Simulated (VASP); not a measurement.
Here is a VASP 6.6.1 calculation.

File INCAR:

```
  PREC = Accurate
  ENCUT = 520
  EDIFF = 1E-7
  ISMEAR = 0
  SIGMA = 0.1
  LREAL = F
  LASPH = T
  NELM = 100
  ALGO = Normal
  ISIF = 2
  LWAVE = F
  LCHARG = F
  GGA = PE
  NBANDS = 38
```

KPOINTS

```
Automatic mesh
0
Gamma
  12 12 4
```

POSCAR

```
Ga2SnO3
1.0
    2.9503639296      0.0000000000      0.0000000000
    0.0000000000      2.9503639296      0.0000000000
    0.0000000000      0.0000000000     11.2797979384
Ga Sn O
2 1 3
Direct
    0.0000000000      0.0000000000      0.9228395889
    0.5000000000      0.5000000000      0.6632456760
    0.5000000000      0.5000000000      0.1879554776
    0.0000000000      0.0000000000      0.6271841658
    0.0000000000      0.0000000000      0.2716305244
    0.5000000000      0.5000000000      0.8271435274
```

Potentials or basis: VASP PAW PBE potentials, release 64 (Ga_d, Sn_d, O).

Launch:

```console
$ cat potpaw_PBE.64/Ga_d/POTCAR potpaw_PBE.64/Sn_d/POTCAR potpaw_PBE.64/O/POTCAR > POTCAR
$ mpirun -np 1 vasp_std > vasp.out
```

Predict the largest force.

0.055 eV/Å.

Predict the pressure.

0.3 GPa.

Forces in eV/Å, atoms in the order of the input:
```
Ga   0.000  0.000  0.020
Ga   0.000  0.000 -0.053
Sn   0.000  0.000 -0.037
O    0.000  0.000 -0.018
O    0.000  0.000  0.032
O    0.000  0.000  0.055
```
